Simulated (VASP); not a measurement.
# ZnO (zincite) (P6_3mc) in VASP: further runs

Aim: see how the results for ZnO (zincite) move with the level of theory and the settings. Levels: RPBE+D3(BJ), PBE exchange alone. Tasks: single point.

All numbers are computed with VASP 6.6.1; they aren't measurements. Logs are shortened: lines on timing, memory, paths and dates and some standing lists are left out, and cuts for length are marked.

**What was measured.**

From “Electronic structure of alkaline earth and post-transition metal oxides”, 2009, arxiv:0908.1581, for a bulk crystal of ZnO: band gap 3.37 eV.

The runs below are set against these values where they give the same quantity.

### Step 1. The cell of the first run

Symmetry: P6_3mc, No. 186, hexagonal system. The conventional cell has a = 3.183 Å, b = 3.183 Å, c = 5.099 Å, α = 90.00°, β = 90.00°, γ = 120.00°. Zn (site symmetry 3m) has 4 O at 1.93 to 1.94 Å within 2.6 Å. O (site symmetry 3m) has 4 Zn at 1.93 to 1.94 Å within 2.6 Å.

### Step 2. Single point, RPBE+D3(BJ)

INCAR

```
PREC = Accurate
ENCUT = 520
EDIFF = 1E-7
ISMEAR = -1
SIGMA = 0.05
LREAL = False
LASPH = True
NELM = 80
ALGO = Normal
ISIF = 2
LWAVE = False
LCHARG = False
GGA = RP
IVDW = 12
NBANDS = 26
```

KPOINTS

```
Automatic mesh
0
Gamma
  9 9 5
```

POSCAR

```
ZnO
1.0
    3.1829769797      0.0000000000      0.0000000000
   -1.5914884899      2.7565389241      0.0000000000
    0.0000000000      0.0000000000      5.0994402224
Zn O
2 2
Direct
    0.6666666667      0.3333333333      0.0000000000
    0.3333333333      0.6666666667      0.5000000000
    0.3333333333      0.6666666667      0.8790100000
    0.6666666667      0.3333333333      0.3790100000
```

Potentials or basis: VASP PAW PBE potentials, release 64 (Zn, O).

Command:

```
$ cat potpaw_PBE.64/Zn/POTCAR potpaw_PBE.64/O/POTCAR > POTCAR
$ mpirun -np 1 vasp_std > vasp.out
```

OUTCAR:

```text
PREC = Accurate
   ENCUT = 520
   EDIFF = 1E-7
   ISMEAR = -1
   LREAL = False
   LASPH = True
   NELM = 80
   ISIF = 2
   GGA = RP
   IVDW = 12
 IVDW          = 12

 ion  position               nearest neighbor table
   1  0.667  0.333  0.000-   4 1.93   3 1.94   3 1.94   3 1.94
   2  0.333  0.667  0.500-   3 1.93   4 1.94   4 1.94   4 1.94
   3  0.333  0.667  0.879-   2 1.93   1 1.94   1 1.94   1 1.94
   4  0.667  0.333  0.379-   1 1.93   2 1.94   2 1.94   2 1.94

  LATTYP: Found a hexagonal cell.
 ALAT       =     3.1829769797
 C/A-ratio  =     1.6020977390

  Lattice vectors:

 A1 = (   3.1829769797,   0.0000000000,   0.0000000000)
 A2 = (  -1.5914884899,   2.7565389241,   0.0000000000)
 A3 = (   0.0000000000,   0.0000000000,   5.0994402224)

Analysis of symmetry for initial positions (statically):
=====================================================================
 Subroutine PRICEL returns:
 Original cell was already a primitive cell.

 Routine SETGRP: Setting up the symmetry group for a
 hexagonal supercell.

 Subroutine GETGRP returns: Found 12 space group operations
 (whereof  6 operations were pure point group operations)
 out of a pool of 24 trial point group operations.

The static configuration has the point symmetry C_3v.
 The point group associated with its full space group is C_6v.

Analysis of symmetry for dynamics (positions and initial velocities):
=====================================================================
 Subroutine PRICEL returns:
 Original cell was already a primitive cell.

 Routine SETGRP: Setting up the symmetry group for a
 hexagonal supercell.

 Subroutine GETGRP returns: Found 12 space group operations
 (whereof  6 operations were pure point group operations)
 out of a pool of 24 trial point group operations.

The dynamic configuration has the point symmetry C_3v.
 The point group associated with its full space group is C_6v.

 Subroutine INISYM returns: Found 12 space group operations
 (whereof  6 operations are pure point group operations),
 and found     1 'primitive' translations

----------------------------------------------------------------------------------------

                                     Primitive cell

  volume of cell :      44.7425

  direct lattice vectors                    reciprocal lattice vectors
     3.182976980  0.000000000  0.000000000     0.314171295  0.181386882  0.000000000
    -1.591488490  2.756538924  0.000000000     0.000000000  0.362773764  0.000000000
     0.000000000  0.000000000  5.099440222     0.000000000  0.000000000  0.196099955

  length of vectors
     3.182976980  3.182976980  5.099440222     0.362773764  0.362773764  0.196099955

  position of ions in fractional coordinates (direct lattice)
     0.666666667  0.333333333  0.000000000
     0.333333333  0.666666667  0.500000000
     0.333333333  0.666666667  0.879010000
     0.666666667  0.333333333  0.379010000

  ion indices of the primitive-cell ions
   primitive index   ion index
                 1           1
                 2           2
                 3           3
                 4           4

----------------------------------------------------------------------------------------

 KPOINTS: Automatic mesh

Automatic generation of k-mesh.
 Grid dimensions read from file:
 generate k-points for:    9    9    5

 Generating k-lattice:

  Cartesian coordinates                     Fractional coordinates (reciprocal lattice)
     0.034907922  0.020154098  0.000000000     0.111111111  0.000000000  0.000000000
     0.000000000  0.040308196  0.000000000     0.000000000  0.111111111  0.000000000
     0.000000000  0.000000000  0.039219991     0.000000000  0.000000000  0.200000000

  Length of vectors
     0.040308196  0.040308196  0.039219991

  Shift w.r.t. Gamma in fractional coordinates (k-lattice)
     0.000000000  0.000000000  0.000000000

 Subroutine IBZKPT returns following result:
 ===========================================

 Found     36 irreducible k-points:

 Following reciprocal coordinates:
            Coordinates               Weight
  0.000000  0.000000  0.000000      1.000000
  0.111111 -0.000000  0.000000      6.000000
  0.222222  0.000000  0.000000      6.000000
  0.333333  0.000000  0.000000      6.000000
  0.444444  0.000000  0.000000      6.000000
  0.111111  0.111111  0.000000      6.000000
[... 16 lines left out ...]
  0.333333  0.222222  0.200000     24.000000
  0.333333  0.333333  0.200000      4.000000
 [... further k-points ...]
   k-points           NKPTS =     36   k-points in BZ     NKDIM =     36   number of bands    NBANDS=     26
   number of dos      NEDOS =    301   number of ions     NIONS =      4
   total plane-waves  NPLWV =  23040
   dimension x,y,z NGX =    24 NGY =   24 NGZ =   40
   dimension x,y,z NGXF=    48 NGYF=   48 NGZF=   80
   ions per type =               2   2
   NGX,Y,Z   is equivalent  to a cutoff of  12.54, 12.54, 13.04 a.u.
   NGXF,Y,Z  is equivalent  to a cutoff of  25.07, 25.07, 26.08 a.u.
 SYSTEM =  unknown system
   PREC   = accura    normal or accurate (medium, high low for compatibility)
   ISTART =      0    job   : 0-new  1-cont  2-samecut
   ICHARG =      2    charge: 1-file 2-atom 10-const
   ISPIN  =      1    spin polarized calculation?
   LNONCOLLINEAR =      F non collinear calculations
   LSORBIT =      F    spin-orbit coupling
   LASPH  =      T    aspherical Exc in radial PAW
   ENCUT  =  520.0 eV  38.22 Ry    6.18 a.u.   5.92  5.92  9.48*2*pi/ulx,y,z
   NELM   =     80;   NELMIN=  2; NELMDL= -5     # of ELM steps
   EDIFF  = 0.1E-06   stopping-criterion for ELM
   LREAL  =      F    real-space projection
   EDIFFG = 0.1E-05   stopping-criterion for IOM
   NSW    =      0    number of steps for IOM
   IBRION =     -1    ionic relax: 0-MD 1-quasi-New 2-CG
   NFREE  =      0    steps in history (QN), initial steepest desc. (CG)
   ISIF   =      2    stress and relaxation
   ISYM   =      2    0-nonsym 1-usesym 2-fastsym
   POTIM  = 0.5000    time-step for ionic-motion
   TEBEG  =    0.0;   TEEND  =   0.0 temperature during run
   PSTRESS=    0.0 pullay stress
   NELECT =      36.0000    total number of electrons
   NUPDOWN=      -1.0000    fix difference up-down
   EMIN   =  10.00;   EMAX   =-10.00  energy-range for DOS
   EFERMI =   0.00;   METHOD = LEGACY
   ISMEAR =    -1;   SIGMA  =   0.05  broadening in eV -4-tet -1-fermi 0-gaus
   EFERMI_NEDOS =   21; number of points for ismear=-14 and -15
   IALGO  =     38    algorithm
   IMIX   =      4    mixing-type and parameters
     AMIX     =   0.40;   BMIX     =  1.00
     AMIX_MAG =   1.60;   BMIX_MAG =  1.00
  volume/ion in A,a.u.               =      11.19        75.48
  Fermi-wavevector in a.u.,A,eV,Ry     =   1.522658  2.877406 31.544924  2.318487
  Thomas-Fermi vector in A             =   2.631207
   LORBIT       =      0    0 simple, 1 ext, 2 COOP (PROOUT), +10 PAW based schemes
   GGA     = RP    functional components
   LHFCALC =     F    Hartree Fock is set to
   AEXX    =    0.0000 exact exchange contribution
   IVDW    =    12    specifies the selected vdW correction
   LEPSILON=     F    determine dielectric tensor
   LRPA    =     F    only Hartree local field effects (RPA)
 non-spin polarized calculation
  energy-cutoff  :      520.00
  volume of cell :       44.74
 maximum number of plane-waves:      1228
 NGX is ok and might be reduce to    24
   NGX = 11   NGY = 11   NGZ = 19

 number of electron      35.9999989 magnetization

 Free energy of the ion-electron system (eV)
  ---------------------------------------------------
  ext. energy  EPLUGINS =         0.00000000
  ---------------------------------------------------
  free energy    TOTEN  =       -15.96695227 eV

  energy without entropy =      -15.96695150  energy(sigma->0) =      -15.96695188

 E-fermi :   2.4832     XC(G=0): -10.9989

 val. band max:        1.9647355530   @ k =   0.0000   0.0000   0.0000
 cond. band min:       2.9277118532   @ k =   0.0000   0.0000   0.0000
 fundamental gap:      0.9629763002
 Fermi energy:         2.4832253751

 k-point     1 :       0.0000    0.0000    0.0000
  band No.  band energies     occupation
      1     -16.7348      2.00000
      2     -15.9201      2.00000
      3      -4.1348      2.00000
      4      -4.0364      2.00000
      5      -4.0364      2.00000
      6      -3.9877      2.00000
[... 18 lines left out ...]
     25      16.6020      0.00000
     26      16.6020      0.00000

 k-point     2 :       0.1111   -0.0000    0.0000
  band No.  band energies     occupation
      1     -16.6605      2.00000
      2     -15.8879      2.00000
      3      -4.1384      2.00000
      4      -4.0185      2.00000
      5      -3.9941      2.00000
      6      -3.9427      2.00000
[... 18 lines left out ...]
     25      16.7590      0.00000
     26      16.7656      0.00000

 k-point     3 :       0.2222    0.0000    0.0000
  band No.  band energies     occupation
      1     -16.4617      2.00000
      2     -15.8111      2.00000
      3      -4.3150      2.00000
      4      -3.9520      2.00000
      5      -3.8947      2.00000
      6      -3.8149      2.00000
[... 18 lines left out ...]
     25      15.8731      0.00000
     26      16.7285      0.00000

 k-point     4 :       0.3333    0.0000    0.0000
  band No.  band energies     occupation
      1     -16.2083      2.00000
      2     -15.7403      2.00000
      3      -4.4222      2.00000
      4      -4.0282      2.00000
      5      -3.8038      2.00000
      6      -3.6259      2.00000
[... 18 lines left out ...]
     25      15.7961      0.00000
     26      16.5858      0.00000
[... 496 lines left out ...]
      1     -16.0477      2.00000
      2     -15.7522      2.00000
      3      -4.2783      2.00000
      4      -4.1759      2.00000
      5      -3.7308      2.00000
      6      -3.7150      2.00000
[... 18 lines left out ...]
     25      14.4321      0.00000
     26      17.8026      0.00000

 k-point    23 :       0.3333    0.2222    0.2000
  band No.  band energies     occupation
      1     -15.8882      2.00000
      2     -15.7427      2.00000
      3      -4.1872      2.00000
      4      -4.0229      2.00000
      5      -3.7991      2.00000
      6      -3.5814      2.00000
[... 18 lines left out ...]
     25      15.2642      0.00000
     26      16.9023      0.00000

 k-point    24 :       0.3333    0.3333    0.2000
  band No.  band energies     occupation
      1     -15.7867      2.00000
      2     -15.7867      2.00000
      3      -4.0673      2.00000
      4      -3.8670      2.00000
      5      -3.8670      2.00000
      6      -3.5061      2.00000
[... 18 lines left out ...]
     25      15.8973      0.00000
     26      17.2382      0.00000

 [... further k-points ...]

------------------------ aborting loop because EDIFF is reached ----------------------------------------

 Edisp (eV)   -3.63778

 E8    (eV) :    -2.0541

  FORCE on cell =-STRESS in cart. coord.  units (eV):
  Direction    XX          YY          ZZ          XY          YZ          ZX
  --------------------------------------------------------------------------------------
  -------------------------------------------------------------------------------------
  Total       1.17558     1.17558     1.65603    -0.00000     0.00000    -0.00000
  in kB      42.09623    42.09623    59.30052    -0.00000     0.00000    -0.00000
  external pressure =       47.83 kB  Pullay stress =        0.00 kB

 VOLUME and BASIS-vectors are now :
 -----------------------------------------------------------------------------
  energy-cutoff  :      520.00
  volume of cell :       44.74
      direct lattice vectors                 reciprocal lattice vectors
     3.182976980  0.000000000  0.000000000     0.314171295  0.181386882  0.000000000
    -1.591488490  2.756538924  0.000000000     0.000000000  0.362773764  0.000000000
     0.000000000  0.000000000  5.099440222     0.000000000  0.000000000  0.196099955

 POSITION                                       TOTAL-FORCE (eV/Angst)
 -----------------------------------------------------------------------------------
      1.59149      0.91885      0.00000         0.000000     -0.000000     -0.116352
     -0.00000      1.83769      2.54972        -0.000000      0.000000     -0.116352
     -0.00000      1.83769      4.48246         0.000000     -0.000000      0.116352
      1.59149      0.91885      1.93274        -0.000000      0.000000      0.116352
 -----------------------------------------------------------------------------------
    total drift:                                0.000001      0.000001      0.001296

  FREE ENERGIE OF THE ION-ELECTRON SYSTEM (eV)
  ---------------------------------------------------
  free  energy   TOTEN  =       -19.6047298220 eV

  energy  without entropy=      -19.6047290561  energy(sigma->0) =      -19.60472944
```

Wall time 15 s (1 thread of Intel Xeon 6975P-C (Granite Rapids), shared host); peak memory 0.19 GiB.

Results:

* Free energy: -19.6047 eV
* Pressure: 4.8 GPa
* Largest force: 0.116 eV/Å
* Band gap on the k mesh: 0.96 eV, direct
* Dispersion energy per atom: -0.909 eV

Forces in eV/Å, atoms in the order of the input:
```
Zn   0.000  0.000 -0.116
Zn   0.000  0.000 -0.116
O    0.000  0.000  0.116
O    0.000  0.000  0.116
```

Caveat: the PAW data sets were made with another functional, which shifts forces and pressure a little.

(Part 1 of 2 ends here.)
